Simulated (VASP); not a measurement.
# Si2W (I4/mmm) in VASP: a series of runs

Si2W is run at these levels: PBEsol; tasks: electric field gradients.

Program: VASP 6.6.1. These are calculated values, not measurements. Logs are shortened: lines on timing, memory, paths and dates and some standing lists are left out, and cuts for length are marked.

### Step 1. The cell of the first run

The structure is tetragonal, space group I4/mmm (No. 139). Conventional cell: a = 3.212 Å, b = 3.212 Å, c = 7.880 Å, α = 90.00°, β = 90.00°, γ = 90.00°. Si (site symmetry 4mm) has 9 Si at 2.62 to 3.21 Å and 5 W at 2.62 Å within 3.5 Å. W (site symmetry 4/mmm) has 10 Si at 2.62 Å and 4 W at 3.21 Å within 3.5 Å.

### Step 2. Electric field gradients, PBEsol

The input, INCAR:

```
  PREC = Accurate
  ENCUT = 520
  EDIFF = 1E-8
  ISMEAR = -1
  SIGMA = 0.03
  LREAL = F
  LASPH = T
  NELM = 60
  ALGO = Normal
  ISIF = 2
  LWAVE = F
  LCHARG = F
  GGA = PS
  LEFG = T
  NBANDS = 18
```

The input, KPOINTS:

```
Automatic mesh
0
Gamma
  18 18 18
```

The input, POSCAR:

```
Si2W
1.0
   -1.6060000000      1.6060000000      3.9400000000
    1.6060000000     -1.6060000000      3.9400000000
    1.6060000000      1.6060000000     -3.9400000000
Si W
2 1
Direct
    0.3330000000      0.3330000000      0.0000000000
    0.6670000000      0.6670000000      0.0000000000
    0.0000000000      0.0000000000      0.0000000000
```

Potentials or basis: VASP PAW PBE potentials, release 64 (Si, W_sv).

Started as:

```sh
$ cat potpaw_PBE.64/Si/POTCAR potpaw_PBE.64/W_sv/POTCAR > POTCAR
$ mpirun -np 1 vasp_std > vasp.out
```

OUTCAR:

```text
PREC = Accurate
   ENCUT = 520
   EDIFF = 1E-8
   ISMEAR = -1
   LREAL = F
   LASPH = T
   NELM = 60
   ISIF = 2
   GGA = PS

 ion  position               nearest neighbor table
   1  0.333  0.333  0.000-   2 2.62   2 2.62   2 2.62   2 2.62   3 2.62   3 2.62   3 2.62   3 2.62
                             3 2.62   2 2.63
   2  0.667  0.667  0.000-   1 2.62   1 2.62   1 2.62   1 2.62   3 2.62   3 2.62   3 2.62   3 2.62
                             3 2.62   1 2.63
   3  0.000  0.000  0.000-   1 2.62   2 2.62   2 2.62   1 2.62   2 2.62   2 2.62   2 2.62   1 2.62
                             1 2.62   1 2.62

  LATTYP: Found a body centered tetragonal cell.
 ALAT       =     3.2120000000
 C/A-ratio  =     2.4533001245

  Lattice vectors:

 A1 = (  -1.6060000000,   1.6060000000,   3.9400000000)
 A2 = (   1.6060000000,  -1.6060000000,   3.9400000000)
 A3 = (   1.6060000000,   1.6060000000,  -3.9400000000)

Analysis of symmetry for initial positions (statically):
=====================================================================
 Subroutine PRICEL returns:
 Original cell was already a primitive cell.

 Routine SETGRP: Setting up the symmetry group for a
 body centered tetragonal supercell.

 Subroutine GETGRP returns: Found 16 space group operations
 (whereof 16 operations were pure point group operations)
 out of a pool of 16 trial point group operations.

The static configuration has the point symmetry D_4h.

Analysis of symmetry for dynamics (positions and initial velocities):
=====================================================================
 Subroutine PRICEL returns:
 Original cell was already a primitive cell.

 Routine SETGRP: Setting up the symmetry group for a
 body centered tetragonal supercell.

 Subroutine GETGRP returns: Found 16 space group operations
 (whereof 16 operations were pure point group operations)
 out of a pool of 16 trial point group operations.

The dynamic configuration has the point symmetry D_4h.

 Subroutine INISYM returns: Found 16 space group operations
 (whereof 16 operations are pure point group operations),
 and found     1 'primitive' translations

----------------------------------------------------------------------------------------

                                     Primitive cell

  volume of cell :      40.6488

  direct lattice vectors                    reciprocal lattice vectors
    -1.606000000  1.606000000  3.940000000     0.000000000  0.311332503  0.126903553
     1.606000000 -1.606000000  3.940000000     0.311332503  0.000000000  0.126903553
     1.606000000  1.606000000 -3.940000000     0.311332503  0.311332503  0.000000000

  length of vectors
     4.547754611  4.547754611  4.547754611     0.336202973  0.336202973  0.440290648

  position of ions in fractional coordinates (direct lattice)
     0.333000000  0.333000000  0.000000000
     0.667000000  0.667000000  0.000000000
     0.000000000  0.000000000  0.000000000

  ion indices of the primitive-cell ions
   primitive index   ion index
                 1           1
                 2           2
                 3           3

----------------------------------------------------------------------------------------

 KPOINTS: Automatic mesh

Automatic generation of k-mesh.
 Grid dimensions read from file:
 generate k-points for:   18   18   18

 Generating k-lattice:

  Cartesian coordinates                     Fractional coordinates (reciprocal lattice)
     0.000000000  0.017296250  0.007050197     0.055555556  0.000000000 -0.000000000
     0.017296250  0.000000000  0.007050197     0.000000000  0.055555556 -0.000000000
     0.017296250  0.017296250  0.000000000     0.000000000  0.000000000  0.055555556

  Length of vectors
     0.018677943  0.018677943  0.024460592

  Shift w.r.t. Gamma in fractional coordinates (k-lattice)
     0.000000000  0.000000000  0.000000000

 Subroutine IBZKPT returns following result:
 ===========================================

 Found    480 irreducible k-points:

 Following reciprocal coordinates:
            Coordinates               Weight
  0.000000  0.000000  0.000000      1.000000
  0.055556  0.000000 -0.000000      8.000000
  0.111111  0.000000 -0.000000      8.000000
  0.166667  0.000000 -0.000000      8.000000
  0.222222  0.000000 -0.000000      8.000000
  0.277778  0.000000 -0.000000      8.000000
[... 16 lines left out ...]
 -0.277778  0.055556  0.000000     16.000000
 -0.222222  0.055556  0.000000     16.000000
 [... further k-points ...]
   k-points           NKPTS =    480   k-points in BZ     NKDIM =    480   number of bands    NBANDS=     18
   number of dos      NEDOS =    301   number of ions     NIONS =      3
   total plane-waves  NPLWV =  46656
   dimension x,y,z NGX =    36 NGY =   36 NGZ =   36
   dimension x,y,z NGXF=    72 NGYF=   72 NGZF=   72
   ions per type =               2   1
   NGX,Y,Z   is equivalent  to a cutoff of  13.16, 13.16, 13.16 a.u.
   NGXF,Y,Z  is equivalent  to a cutoff of  26.32, 26.32, 26.32 a.u.
 SYSTEM =  unknown system
   PREC   = accura    normal or accurate (medium, high low for compatibility)
   ISTART =      0    job   : 0-new  1-cont  2-samecut
   ICHARG =      2    charge: 1-file 2-atom 10-const
   ISPIN  =      1    spin polarized calculation?
   LNONCOLLINEAR =      F non collinear calculations
   LSORBIT =      F    spin-orbit coupling
   LASPH  =      T    aspherical Exc in radial PAW
   ENCUT  =  520.0 eV  38.22 Ry    6.18 a.u.   8.46  8.46  8.46*2*pi/ulx,y,z
   NELM   =     60;   NELMIN=  2; NELMDL= -5     # of ELM steps
   EDIFF  = 0.1E-07   stopping-criterion for ELM
   LREAL  =      F    real-space projection
   EDIFFG = 0.1E-06   stopping-criterion for IOM
   NSW    =      0    number of steps for IOM
   IBRION =     -1    ionic relax: 0-MD 1-quasi-New 2-CG
   NFREE  =      0    steps in history (QN), initial steepest desc. (CG)
   ISIF   =      2    stress and relaxation
   ISYM   =      2    0-nonsym 1-usesym 2-fastsym
   POTIM  = 0.5000    time-step for ionic-motion
   TEBEG  =    0.0;   TEEND  =   0.0 temperature during run
   PSTRESS=    0.0 pullay stress
   NELECT =      22.0000    total number of electrons
   NUPDOWN=      -1.0000    fix difference up-down
   EMIN   =  10.00;   EMAX   =-10.00  energy-range for DOS
   EFERMI =   0.00;   METHOD = LEGACY
   ISMEAR =    -1;   SIGMA  =   0.03  broadening in eV -4-tet -1-fermi 0-gaus
   EFERMI_NEDOS =   21; number of points for ismear=-14 and -15
   IALGO  =     38    algorithm
   IMIX   =      4    mixing-type and parameters
     AMIX     =   0.40;   BMIX     =  1.00
     AMIX_MAG =   1.60;   BMIX_MAG =  1.00
  volume/ion in A,a.u.               =      13.55        91.44
  Fermi-wavevector in a.u.,A,eV,Ry     =   1.334136  2.521151 24.217250  1.779918
  Thomas-Fermi vector in A             =   2.462940
   LORBIT       =      0    0 simple, 1 ext, 2 COOP (PROOUT), +10 PAW based schemes
   GGA     = PS    functional components
   LHFCALC =     F    Hartree Fock is set to
   AEXX    =    0.0000 exact exchange contribution
   IVDW    =     0    specifies the selected vdW correction
   LEPSILON=     F    determine dielectric tensor
   LRPA    =     F    only Hartree local field effects (RPA)
 non-spin polarized calculation
  energy-cutoff  :      520.00
  volume of cell :       40.65
 maximum number of plane-waves:      1134
 NGX is ok and might be reduce to    36
   NGX = 17   NGY = 17   NGZ = 17

 number of electron      21.9999999 magnetization

 Free energy of the ion-electron system (eV)
  ---------------------------------------------------
  ext. energy  EPLUGINS =         0.00000000
  ---------------------------------------------------
  free energy    TOTEN  =       -26.63094596 eV

  energy without entropy =      -26.63026196  energy(sigma->0) =      -26.63060396

 E-fermi :  11.7959     XC(G=0): -12.5831

 val. band max:       11.7535838668   @ k =  -0.1667  -0.2778   0.1667
 cond. band min:      11.8319967905   @ k =  -0.3889  -0.4444   0.3333
 fundamental gap:      0.0784129238
 Fermi energy:        11.7959224499

 k-point     1 :       0.0000    0.0000    0.0000
  band No.  band energies     occupation
      1     -62.0310      2.00000
      2     -26.3044      2.00000
      3     -26.2580      2.00000
      4     -26.2580      2.00000
      5      -2.2557      2.00000
      6       4.9865      2.00000
[... 10 lines left out ...]
     17      17.3697      0.00000
     18      17.3697      0.00000
[... 463 lines left out ...]
 k-point    24 :      -0.2222    0.0556    0.0000
  band No.  band energies     occupation
      1     -62.0277      2.00000
      2     -26.3483      2.00000
      3     -26.2961      2.00000
      4     -26.2562      2.00000
      5      -1.3505      2.00000
      6       5.1013      2.00000
[... 10 lines left out ...]
     17      18.1220      0.00000
     18      19.9389      0.00000

 [... further k-points ...]
[... 5 lines left out ...]
  --------------------------------------------------------------------------------------
  -------------------------------------------------------------------------------------
  Total       -0.5837381     -0.5837381     -1.2825980      0.0000000      0.0000000     -0.0000000
  in kB      -23.0081294    -23.0081294    -50.5538032      0.0000000      0.0000000     -0.0000000
  external PRESSURE =     -32.1900206 kB  Pullay stress =       0.0000000 kB

 VOLUME and BASIS-vectors are now :
 -----------------------------------------------------------------------------
  energy-cutoff  :      520.00
  volume of cell :       40.65
      direct lattice vectors                 reciprocal lattice vectors
    -1.606000000  1.606000000  3.940000000     0.000000000  0.311332503  0.126903553
     1.606000000 -1.606000000  3.940000000     0.311332503  0.000000000  0.126903553
     1.606000000  1.606000000 -3.940000000     0.311332503  0.311332503  0.000000000

 POSITION                                       TOTAL-FORCE (eV/Angst)
 -----------------------------------------------------------------------------------
      0.00000      0.00000      2.62404         0.000000      0.000000      0.274020
      0.00000      0.00000      5.25596        -0.000000     -0.000000     -0.274020
      0.00000      0.00000      0.00000        -0.000000     -0.000000      0.000000
 -----------------------------------------------------------------------------------
    total drift:                                0.000000      0.000000     -0.000000

  FREE ENERGIE OF THE ION-ELECTRON SYSTEM (eV)
  ---------------------------------------------------
  free  energy   TOTEN  =       -26.6309459585 eV

  energy  without entropy=      -26.6302619584  energy(sigma->0) =      -26.63060396

 Electric field gradients (V/A^2)
---------------------------------------------------------------------
 ion       V_xx      V_yy      V_zz      V_xy      V_xz      V_yz
---------------------------------------------------------------------
   1       4.561     4.561    -9.123    -0.000    -0.000    -0.000
   2       4.561     4.561    -9.123    -0.000    -0.000    -0.000
   3      63.189    63.189  -126.378    -0.000    -0.000    -0.000
---------------------------------------------------------------------

 Electric field gradients after diagonalization (V/A^2)
 (convention: |V_zz| > |V_xx| > |V_yy|)
----------------------------------------------------------------------
 ion       V_xx      V_yy      V_zz     asymmetry (V_yy - V_xx)/ V_zz
----------------------------------------------------------------------
   1       4.561     4.561    -9.123       0.000
   2       4.561     4.561    -9.123       0.000
   3      63.189    63.189  -126.378       0.000
----------------------------------------------------------------------

           NMR quadrupolar parameters

 Cq : quadrupolar parameter    Cq=e*Q*V_zz/h
 eta: asymmetry parameters     (V_yy - V_xx)/ V_zz
 Q  : nuclear electric quadrupole moment in mb (millibarn)
----------------------------------------------------------------------
 ion       Cq(MHz)       eta       Q (mb)
----------------------------------------------------------------------
   1      -0.022       0.000       1.000
   2      -0.022       0.000       1.000
   3      -0.306       0.000       1.000
----------------------------------------------------------------------
```

It took 7.8 min on 1 thread of Intel Xeon 6975P-C, shared host; peak memory 0.47 GiB.

What came out:

* Free energy: -26.6309 eV
* Pressure: -3.2 GPa
* Largest force: 0.274 eV/Å
* Band gap on the k mesh: zero (band 11 reaches 12.60 eV, above the bottom of band 12 at 11.25 eV)

Forces in eV/Å, atoms in the order of the input:
```
Si   0.000  0.000  0.274
Si   0.000  0.000 -0.274
W    0.000  0.000  0.000
```

Levels at points of the mesh, in eV from the Fermi level:
```csv
k point,band 7,band 8,band 9,band 10,band 11,band 12,band 13,band 14,band 15,band 16
"(0.00, 0.00, 0.00)",-3.82,-3.31,-2.84,-2.84,0.68,2.70,2.86,3.21,3.21,4.52
"(0.50, 0.00, 0.00)",-5.72,-4.83,-2.80,-2.69,-0.43,2.71,2.76,3.94,4.31,5.10
"(0.50, 0.50, 0.00)",-6.02,-5.53,-5.04,-3.27,-1.68,2.65,2.97,3.11,3.75,4.33
"(0.50, 0.50, 0.50)",-3.82,-2.64,-0.83,-0.83,-0.51,-0.51,0.85,4.33,4.82,5.99
```

Electric field gradients, principal values (V/Å²):
```csv
atom,least,middle,greatest (by size)
1 Si,4.561,4.561,-9.123
2 Si,4.561,4.561,-9.123
3 W,63.189,63.189,-126.378
```

Caveat: without QUAD_EFG the Cq values of the log hold for a quadrupole moment of 1 mb, not for the nuclei; the PAW data sets were made with another functional, which shifts forces and pressure a little; spin-orbit coupling is left out, which moves the levels of the heavy elements.

### Step 3. Electric field gradients, PBEsol (volume scaled by 0.98)

The input, INCAR:

```
SYSTEM = Si2W
PREC = Accurate
ENCUT = 520
EDIFF = 1E-8
ISMEAR = -1
SIGMA = 0.03
LREAL = .False.
LASPH = .True.
NELM = 100
ALGO = Normal
ISIF = 2
LWAVE = .False.
LCHARG = .False.
GGA = PS
LEFG = .True.
NBANDS = 18
```

The input, KPOINTS:

```
regular mesh
0
Gamma
  18 18 18
  0 0 0
```

The input, POSCAR:

```
Si2W
1.0
   -1.5952211517      1.5952211517      3.9135562502
    1.5952211517     -1.5952211517      3.9135562502
    1.5952211517      1.5952211517     -3.9135562502
Si W
2 1
Direct
    0.3330000000      0.3330000000      0.0000000000
    0.6670000000      0.6670000000      0.0000000000
    0.0000000000      0.0000000000      0.0000000000
```

Potentials or basis: VASP PAW PBE potentials, release 64 (Si, W_sv).

Started as:

```sh
$ cat potpaw_PBE.64/Si/POTCAR potpaw_PBE.64/W_sv/POTCAR > POTCAR
$ mpirun -np 1 vasp_std > vasp.out
```

OUTCAR:

```text
SYSTEM = Si2W
   PREC = Accurate
   ENCUT = 520
   EDIFF = 1E-8
   ISMEAR = -1
   LREAL = .False.
   LASPH = .True.
   NELM = 100
   ISIF = 2
   GGA = PS

 ion  position               nearest neighbor table
   1  0.333  0.333  0.000-   2 2.60   2 2.60   2 2.60   2 2.60   3 2.61   3 2.61   3 2.61   3 2.61
                             3 2.61   2 2.61
   2  0.667  0.667  0.000-   1 2.60   1 2.60   1 2.60   1 2.60   3 2.61   3 2.61   3 2.61   3 2.61
                             3 2.61   1 2.61
   3  0.000  0.000  0.000-   1 2.61   2 2.61   2 2.61   1 2.61   2 2.61   2 2.61   2 2.61   1 2.61
                             1 2.61   1 2.61

[... 732 lines left out ...]
 Electric field gradients (V/A^2)
---------------------------------------------------------------------
 ion       V_xx      V_yy      V_zz      V_xy      V_xz      V_yz
---------------------------------------------------------------------
   1       4.803     4.803    -9.606    -0.000    -0.000    -0.000
   2       4.803     4.803    -9.606    -0.000    -0.000    -0.000
   3      65.777    65.777  -131.555     0.000    -0.000    -0.000
---------------------------------------------------------------------

 Electric field gradients after diagonalization (V/A^2)
 (convention: |V_zz| > |V_xx| > |V_yy|)
----------------------------------------------------------------------
 ion       V_xx      V_yy      V_zz     asymmetry (V_yy - V_xx)/ V_zz
----------------------------------------------------------------------
   1       4.803     4.803    -9.606       0.000
   2       4.803     4.803    -9.606       0.000
   3      65.778    65.777  -131.555       0.000
----------------------------------------------------------------------

           NMR quadrupolar parameters

 Cq : quadrupolar parameter    Cq=e*Q*V_zz/h
 eta: asymmetry parameters     (V_yy - V_xx)/ V_zz
 Q  : nuclear electric quadrupole moment in mb (millibarn)
----------------------------------------------------------------------
 ion       Cq(MHz)       eta       Q (mb)
----------------------------------------------------------------------
   1      -0.023       0.000       1.000
   2      -0.023       0.000       1.000
   3      -0.318       0.000       1.000
----------------------------------------------------------------------
```

OSZICAR:

```text
N       E                     dE             d eps       ncg     rms          rms(c)
DAV:   1     0.129982545264E+03    0.12998E+03   -0.10852E+04 17280   0.124E+03
DAV:   2    -0.229940560001E+02   -0.15298E+03   -0.14935E+03 19784   0.324E+02
DAV:   3    -0.274685220079E+02   -0.44745E+01   -0.44181E+01 21528   0.497E+01
DAV:   4    -0.275080868017E+02   -0.39565E-01   -0.39509E-01 20364   0.486E+00
DAV:   5    -0.275084956944E+02   -0.40889E-03   -0.40887E-03 20474   0.531E-01    0.266E+01
DAV:   6    -0.267571833685E+02    0.75131E+00   -0.31834E+00 18578   0.128E+01    0.948E+00
DAV:   7    -0.266606163860E+02    0.96567E-01   -0.21967E-01 18520   0.262E+00    0.462E+00
DAV:   8    -0.266361009821E+02    0.24515E-01   -0.44134E-02 19668   0.158E+00    0.324E-01
DAV:   9    -0.266355348796E+02    0.56610E-03   -0.99470E-04 19768   0.256E-01    0.189E-01
DAV:  10    -0.266353820352E+02    0.15284E-03   -0.26253E-04 20618   0.140E-01    0.453E-02
DAV:  11    -0.266353770381E+02    0.49971E-05   -0.31605E-05 19644   0.405E-02    0.181E-02
DAV:  12    -0.266353772744E+02   -0.23634E-06   -0.13357E-06 20312   0.756E-03    0.429E-03
DAV:  13    -0.266353767275E+02    0.54698E-06   -0.33329E-07 19472   0.521E-03    0.736E-04
DAV:  14    -0.266353766915E+02    0.35974E-07   -0.92526E-09 11182   0.899E-04    0.204E-04
DAV:  15    -0.266353766892E+02    0.22469E-08   -0.17712E-09  9516   0.433E-04
   1 F= -.26635377E+02 E0= -.26635050E+02  d E =-.654132E-03
```

Run time: 6.5 min. Hardware: 1 thread of Intel Xeon Platinum 8375C at 2.90GHz (Ice Lake), shared host; peak memory 0.46 GiB.

Results:

| Quantity | Value |
| --- | --- |
| Free energy | -26.6354 eV |
| Pressure | 1.5 GPa |
| Largest force | 0.233 eV/Å |
| Band gap on the k mesh | zero (band 11 reaches 12.92 eV, above the bottom of band 12 at 11.53 eV) |

Forces on the atoms (eV/Å):
```
Si   0.000  0.000  0.233
Si   0.000  0.000 -0.233
W    0.000  0.000  0.000
```

Levels at points of the mesh, in eV from the Fermi level:
```tsv
k point	band 8	band 9	band 10	band 11	band 12	band 13	band 14	band 15
(0.00, 0.00, 0.00)	-3.41	-2.90	-2.90	0.70	2.79	2.83	3.27	3.27
(0.50, 0.00, 0.00)	-4.89	-2.87	-2.75	-0.45	2.79	2.80	3.99	4.47
(0.50, 0.50, 0.00)	-5.52	-5.12	-3.36	-1.68	2.73	3.06	3.21	3.82
(0.50, 0.50, 0.50)	-2.70	-0.83	-0.83	-0.52	-0.52	0.88	4.42	5.07
```

Electric field gradients, principal values (V/Å²):
| atom | least | middle | greatest (by size) |
| --- | --- | --- | --- |
| 1 Si | 4.803 | 4.803 | -9.606 |
| 2 Si | 4.803 | 4.803 | -9.606 |
| 3 W | 65.777 | 65.778 | -131.555 |

Caveat: without QUAD_EFG the Cq values of the log hold for a quadrupole moment of 1 mb, not for the nuclei; the PAW data sets were made with another functional, which shifts forces and pressure a little; spin-orbit coupling is left out, which moves the levels of the heavy elements.

(Continued in part 2 of 3.)
